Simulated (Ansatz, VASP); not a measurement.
# One calculation of ZrS, two programs

Contents of POSCAR:

```
ZrS
1.0
    0.0000000000      2.5732775342      2.5340905666
    2.5732775342      0.0000000000      2.5340905666
    2.5732775342      2.5732775342      0.0000000000
Zr S
1 1
Direct
    0.0000000000      0.0000000000      0.0000000000
    0.5000000000      0.5000000000      0.5000000000
```

The input INCAR.step1:

```
  PREC = Accurate
  ENCUT = 520
  ISMEAR = 0
  SIGMA = 0.15
  LREAL = False
  LASPH = True
  NELM = 60
  NBANDS = 16
  GGA = PE
  ALGO = Normal
  EDIFF = 1E-4
  LWAVE = True
  LCHARG = False
```

INCAR.step2

```
  PREC = Accurate
  ENCUT = 520
  EDIFF = 1E-6
  ISMEAR = 0
  SIGMA = 0.15
  LREAL = False
  LASPH = True
  NELM = 60
  ALGO = Normal
  ISIF = 2
  LWAVE = False
  LCHARG = False
  METAGGA = R2SCAN
  LMIXTAU = True
  NBANDS = 16
  ISTART = 1
```

The input KPOINTS:

```
Automatic mesh
0
Gamma
  20 20 20
```

Input for Ansatz:

```yaml
crystal:
  lattice:
    - [0.0, 2.5732775342, 2.5340905666]
    - [2.5732775342, 0.0, 2.5340905666]
    - [2.5732775342, 2.5732775342, 0.0]
  atoms:
    - { symbol: Zr, position: [0.0, 0.0, 0.0] }
    - { symbol: S, position: [0.5, 0.5, 0.5] }
basis:
  ecutwfc: 500
kpoints:
  mp_grid: { grid: [20, 20, 20] }
hamiltonian:
  xc: r2scan
scf:
  occupations: { method: gaussian, width: 0.15 }
output:
  forces: true
  stress: true
  eigenvalues: true
```

Change from the starting cell: strain -0.015 along x and y, -0.030 along z, atoms carried along.

Alike in both runs: task single point; functional r2SCAN; k mesh 20 × 20 × 20; occupations gaussian, width 0.15 eV; no spin polarisation.

```csv
,VASP,Ansatz
version,VASP 6.6.1,Ansatz 0.2.0
potentials or method,"VASP PAW PBE potentials, release 64 (Zr_sv, S), cutoff 520 eV","scalar-relativistic, plane waves, PAW"
valence electrons in the cell,18,18
```

|  | VASP | Ansatz | Ansatz less VASP |
| --- | --- | --- | --- |
| gap on the k mesh at the Fermi level (eV) | none | none | - |
| pressure (GPa) | 9.8 | 9.8 | +0.01 |
| traceless stress, the component that is largest in VASP (GPa) | 4.00 | 3.99 | -0.008 |

VASP's potentials were made for PBE, not for r2SCAN. A gap of «none» marks a metal or a gap that the smearing closes. The functional is the same, so the differences come from potentials, cutoffs and numerics.
